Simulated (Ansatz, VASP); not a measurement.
# Al2O3: VASP beside Ansatz

POSCAR

```
Al2O3
1.0
    2.3793207413      1.3737014705      4.3317967337
   -2.3793207413      1.3737014705      4.3317967337
    0.0000000000     -2.7474029409      4.3317967337
Al O
4 6
Direct
    0.3519097825      0.3519097825      0.3519097825
    0.1480902175      0.1480902175      0.1480902175
    0.6480902175      0.6480902175      0.6480902175
    0.8519097825      0.8519097825      0.8519097825
    0.5563679964      0.9436320036      0.2500000000
    0.2500000000      0.5563679964      0.9436320036
    0.9436320036      0.2500000000      0.5563679964
    0.4436320036      0.0563679964      0.7500000000
    0.7500000000      0.4436320036      0.0563679964
    0.0563679964      0.7500000000      0.4436320036
```

The input INCAR.step1:

```
SYSTEM = Al2O3
PREC = Accurate ; ENCUT = 520
ISMEAR = 0 ; SIGMA = 0.01
LREAL = .FALSE. ; LASPH = .TRUE.
NELM = 80 ; NBANDS = 35
GGA = PE ; ALGO = Normal
EDIFF = 1E-4 ; LWAVE = .TRUE.
LCHARG = .FALSE.
```

File INCAR.step2:

```
SYSTEM = Al2O3
PREC = Accurate ; ENCUT = 520
EDIFF = 1E-6 ; ISMEAR = 0
SIGMA = 0.01 ; LREAL = .FALSE.
LASPH = .TRUE. ; NELM = 80
ALGO = Normal ; ISIF = 2
LWAVE = .FALSE. ; LCHARG = .TRUE.
METAGGA = R2SCAN ; LMIXTAU = .TRUE.
LELF = .TRUE. ; LVHAR = .TRUE.
NBANDS = 35 ; ISTART = 1
```

Contents of KPOINTS:

```
regular mesh
0
G
  6 6 6
  0 0 0
```

Input for Ansatz:

```yaml
crystal:
  lattice:
    - [2.3793207413, 1.3737014705, 4.3317967337]
    - [-2.3793207413, 1.3737014705, 4.3317967337]
    - [0.0, -2.7474029409, 4.3317967337]
  atoms:
    - { symbol: Al, position: [0.3519097825, 0.3519097825, 0.3519097825] }
    - { symbol: Al, position: [0.1480902175, 0.1480902175, 0.1480902175] }
    - { symbol: Al, position: [0.6480902175, 0.6480902175, 0.6480902175] }
    - { symbol: Al, position: [0.8519097825, 0.8519097825, 0.8519097825] }
    - { symbol: O, position: [0.5563679964, 0.9436320036, 0.25] }
    - { symbol: O, position: [0.25, 0.5563679964, 0.9436320036] }
    - { symbol: O, position: [0.9436320036, 0.25, 0.5563679964] }
    - { symbol: O, position: [0.4436320036, 0.0563679964, 0.75] }
    - { symbol: O, position: [0.75, 0.4436320036, 0.0563679964] }
    - { symbol: O, position: [0.0563679964, 0.75, 0.4436320036] }
kpoints:
  mp_grid: { grid: [6, 6, 6] }
  band_path:
    path:
      - [0.0, 0.0, 0.0]
      - [0.5, 0.5, 0.5]
      - [0.766289733, 0.233710267, 0.5]
      - [0.5, -0.233710267, 0.233710267]
      - [0.5, 0.0, 0.0]
      - [0.3668551335, -0.3668551335, 0.0]
      - [0.6331448665, 0.0, 0.3668551335]
      - [0.5, 0.0, 0.5]
    npoints: 1
hamiltonian:
  xc: r2scan
scf:
  occupations: { method: fixed }
  n_extra_bands: 6
output:
  forces: true
  stress: true
  eigenvalues: true
```

Alike in both runs: task single point; functional r2SCAN; k mesh 6 × 6 × 6; no spin polarisation.

```csv
,VASP,Ansatz
version,VASP 6.6.1,Ansatz 0.2.0
potentials or method,"VASP PAW PBE potentials, release 64 (Al, O)","plane waves, PAW"
plane-wave cutoff (eV),520,500
occupations,"gaussian, width 0.01 eV",fixed
valence electrons in the cell,48,48
```

Ansatz gave:

| Property | Result |
| --- | --- |
| gap on the k mesh at the Fermi level (eV) | 7.14 |
| pressure (GPa) | 0.0 |
| traceless stress, the component that is largest in VASP (GPa) | -0.02 |
| rms of the force components (eV/Å) | 0.000 |

Question: What did VASP give for the same quantities?

Answer: gap on the k mesh at the Fermi level (eV): 7.16; pressure (GPa): -0.5; traceless stress, the component that is largest in VASP (GPa): -0.08; rms of the force components (eV/Å): 0.009.

VASP's potentials were made for PBE, not for r2SCAN. Atom by atom the forces differ by 0.009 eV/Å (rms over components).
